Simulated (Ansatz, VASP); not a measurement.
# Two plane-wave programs on SiGe3

```xyz
4
Lattice="2.9559 0.0000 0.0000 0.0000 2.9559 0.0000 0.0000 0.0000 8.3606" Properties=species:S:1:pos:R:3 pbc="T T T"
Si    0.0000    0.0000    4.1803
Ge    0.0000    0.0000    0.0000
Ge    1.4780    1.4780    2.0901
Ge    1.4780    1.4780    6.2704
```

Alike in both runs: task relaxation of cell and atoms; functional PBE; k mesh 6 × 6 × 2; occupations gaussian, width 0.1 eV; no spin polarisation.

```csv
,VASP,Ansatz
version,VASP 6.6.1,Ansatz 0.2.0
potentials or method,"VASP PAW PBE potentials, release 64 (Si, Ge_d), cutoff 600 eV","scalar-relativistic, plane waves, PAW"
valence electrons in the cell,46,46
```

|  | VASP | Ansatz | Ansatz less VASP |
| --- | --- | --- | --- |
| gap on the k mesh at the Fermi level, each at its own relaxed structure (eV) | none | none | - |
| relaxed volume (Å³/atom) | 18.62 | 18.69 | +0.069 |
| relaxed cell length with the largest relative difference (Å) | 8.664 | 8.570 | -0.0940 |

A gap of «none» marks a metal or a gap that the smearing closes.

The k mesh is coarse, so the values compare programs but aren't converged. Noted on VASP's run: too few bands were computed for a metal, which touches its energy and stress.
